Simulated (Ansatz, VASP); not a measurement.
# One calculation of Y, two programs

```
CELL_PARAMETERS angstrom
3.53899 0.00000 0.00000
-1.76949 3.06485 0.00000
0.00000 0.00000 5.53056
ATOMIC_POSITIONS crystal
Y 0.33333 0.66667 0.25000
Y 0.66667 0.33333 0.75000
```

Alike in both runs: functional LDA; k mesh 16 × 16 × 8; occupations fermi-dirac, width 0.1 eV; no spin polarisation.

Ansatz relaxed the structure, and its values are those at the end. VASP's run is a single point on that final structure, the one shown.

|  | VASP | Ansatz |
| --- | --- | --- |
| version | VASP 6.6.1 | Ansatz 0.2.0 |
| potentials or method | VASP PAW LDA potentials, release 64 (Y_sv) | PAW with Ansatz's default frozen-core files, scalar-relativistic |
| plane-wave cutoff (eV) | 520 | 420 |
| valence electrons in the cell | 22 | 22 |

|  | VASP | Ansatz | Ansatz less VASP |
| --- | --- | --- | --- |
| pressure (GPa) | -0.1 | 0.0 | +0.13 |

LDA's correlation is that of Perdew and Zunger in VASP and of Perdew and Wang (1992) in Ansatz.
